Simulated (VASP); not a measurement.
Input of a VASP 6.6.1 run:

INCAR

```
SYSTEM = C
PREC = Accurate
ENCUT = 600
EDIFF = 1E-6
ISMEAR = 0
SIGMA = 0.2
LREAL = .False.
LASPH = .True.
NELM = 120
ALGO = Normal
ISIF = 2
LWAVE = .False.
LCHARG = .False.
GGA = PE
NBANDS = 36
GGA_COMPAT = .False.
```

File KPOINTS:

```
Automatic mesh
0
Gamma
  8 6 2
  0 0 0
```

File POSCAR:

```
C
1.0
    1.2332812330     -2.1360481407      0.0000000000
   -3.6998436990     -2.1360481407      0.0000000000
    0.0000000000      0.0000000000    -12.9376217586
C
12
Direct
    0.7499999993      0.5833333331      0.3300772587
    0.2499999993      0.0833333331      0.3300772587
    0.7500000007      0.9166666669      0.3300772587
    0.2500000007      0.4166666669      0.3300772587
    0.7500000007      0.9166666669      0.6699227413
    0.2500000007      0.4166666669      0.6699227413
    0.7499999993      0.5833333331      0.6699227413
    0.2499999993      0.0833333331      0.6699227413
    0.0000014275      0.6666671425      1.0000000000
    0.5000014275      0.1666671425      1.0000000000
    0.4999985725      0.8333328575      1.0000000000
    0.9999985725      0.3333328575      1.0000000000
```

Potentials or basis: VASP PAW PBE potentials, release 64 (C).

Run with:

```console
$ cat potpaw_PBE.64/C/POTCAR > POTCAR
$ mpirun -np 1 vasp_std > vasp.out
```

Question: Predict the largest force.

Answer: 0.072 eV/Å.

Question: What does it give for the pressure?

Answer: 0.0 GPa.

Stress tensor (GPa, compression positive):
```
-0.16 -0.48  0.00
-0.48  0.40  0.00
 0.00  0.00 -0.19
```

Caveat: this functional lacks dispersion, which binds the layers, so the pressure and a relaxed spacing across them are unreliable.
